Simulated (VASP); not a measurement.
Here is a VASP 6.6.1 calculation.

The input INCAR:

```
ALGO = Normal
EDIFF = 1E-6
ENCUT = 520
ISIF = 2
ISMEAR = -1
LASPH = True
LCHARG = True
LELF = True
LREAL = False
LVHAR = True
LWAVE = False
NBANDS = 11
NELM = 60
PREC = Accurate
SIGMA = 0.1
```

The input KPOINTS:

```
k-points
0
Gamma
  17 17 17
```

POSCAR

```
Ca
1.0
    0.0000000000      2.6714532774      2.6714532774
    2.6714532774      0.0000000000      2.6714532774
    2.6714532774      2.6714532774      0.0000000000
Ca
1
Direct
    0.0000000000      0.0000000000      0.0000000000
```

Potentials or basis: VASP PAW LDA potentials, release 64 (Ca_sv).

Command:

```bash
$ cat potpaw_LDA.64/Ca_sv/POTCAR > POTCAR
$ mpirun -np 1 vasp_std > vasp.out
```

(1) Estimate the band gap on the k mesh.

(2) Predict the pressure.

Answers

(1) zero (band 5 reaches 2.28 eV, above the bottom of band 6 at 2.18 eV).

(2) 0.0 GPa.
